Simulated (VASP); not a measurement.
A run of VASP 6.6.1 is set up as follows.

File INCAR:

```
  ALGO = Fast
  EDIFF = 1E-6
  ENCUT = 520
  GGA = PE
  ISIF = 2
  ISMEAR = 0
  LASPH = True
  LCHARG = True
  LELF = True
  LREAL = False
  LVHAR = True
  LWAVE = False
  NBANDS = 11
  NELM = 60
  PREC = Accurate
  SIGMA = 0.15
```

KPOINTS

```
k-points
0
Gamma
  14 14 14
```

POSCAR

```
Ba
1.0
   -2.4250000000      2.4250000000      2.4625000000
    2.4250000000     -2.4250000000      2.4625000000
    2.4250000000      2.4250000000     -2.4625000000
Ba
1
Direct
    0.0000000000      0.0000000000      0.0000000000
```

Potentials or basis: VASP PAW PBE potentials, release 64 (Ba_sv).

Command:

```bash
$ cat potpaw_PBE.64/Ba_sv/POTCAR > POTCAR
$ mpirun -np 1 vasp_std > vasp.out
```

Task: Predict the band gap on the k mesh.

Result: Zero (bands 5 and 6 overlap by 1.16 eV).

Task: What does it give for the pressure?

Result: 0.9 GPa.

Stress tensor (GPa, compression positive):
```
0.97 0.00 0.00
0.00 0.97 0.00
0.00 0.00 0.89
```

Caveat: the cell differs from its parent crystal (strain -0.030 along x and y, -0.015 along z); spin-orbit coupling is left out, which moves the levels of the heavy elements.
